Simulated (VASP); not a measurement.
Write the native input for VASP 6.6.1 that does the following.

| Item | Value |
| --- | --- |
| Task | single point |
| Functional | LDA |
| Potentials or basis | VASP PAW LDA potentials, release 64 (B, As) |
| Cutoff | 520 eV |
| k mesh | 15 × 15 × 15 |
| Occupations | fermi-dirac, width 0.03 eV |
| Spin | no spin polarisation |
| Dipole correction | no |
| Further INCAR settings | ALGO = Normal; EDIFF = 1e-06; NBANDS = 11 |

The structure of BAs lies in POSCAR:

```
BAs
1.0
    0.0000000000      2.4362700000      2.3885000000
    2.4362700000      0.0000000000      2.3885000000
    2.4362700000      2.4362700000      0.0000000000
B As
1 1
Direct
    0.0000000000      0.0000000000      0.0000000000
    0.7500000000      0.7500000000      0.7500000000
```

This cell differs from its parent crystal: equal xx and yy strain of +2 %.

These files were run (other wordings do the same):

INCAR

```
PREC     = Accurate       # precision mode
ENCUT    = 520            # plane-wave cutoff, eV
EDIFF    = 1E-6           # SCF threshold, eV
ISMEAR   = -1             # smearing method
SIGMA    = 0.03           # smearing width, eV
LREAL    = False          # projectors in reciprocal space
LASPH    = True           # aspherical terms in the spheres
NELM     = 80             # most SCF steps
ALGO     = Normal         # electronic algorithm
ISIF     = 2              # what is computed and relaxed
LWAVE    = False          # write WAVECAR
LCHARG   = True           # write CHGCAR
LELF     = True           # ELF
LVHAR    = True         
NBANDS   = 11             # bands
```

KPOINTS

```
Automatic mesh
0
Gamma
  15 15 15
```

Potentials or basis: VASP PAW LDA potentials, release 64 (B, As).

Launch:

```sh
$ cat potpaw_LDA.64/B/POTCAR potpaw_LDA.64/As/POTCAR > POTCAR
$ mpirun -np 1 vasp_std > vasp.out
```

Results of the run:

```yaml
Pressure: -8.0 GPa
Band_gap_on_the_k_mesh: 0.87 eV, indirect (least direct gap 3.00 eV)
```

Caveat: the cell differs from its parent crystal (equal xx and yy strain of +2 %).

It took 110 s on 1 thread of Intel Xeon 6975P-C (shared host), peak memory 0.22 GiB.
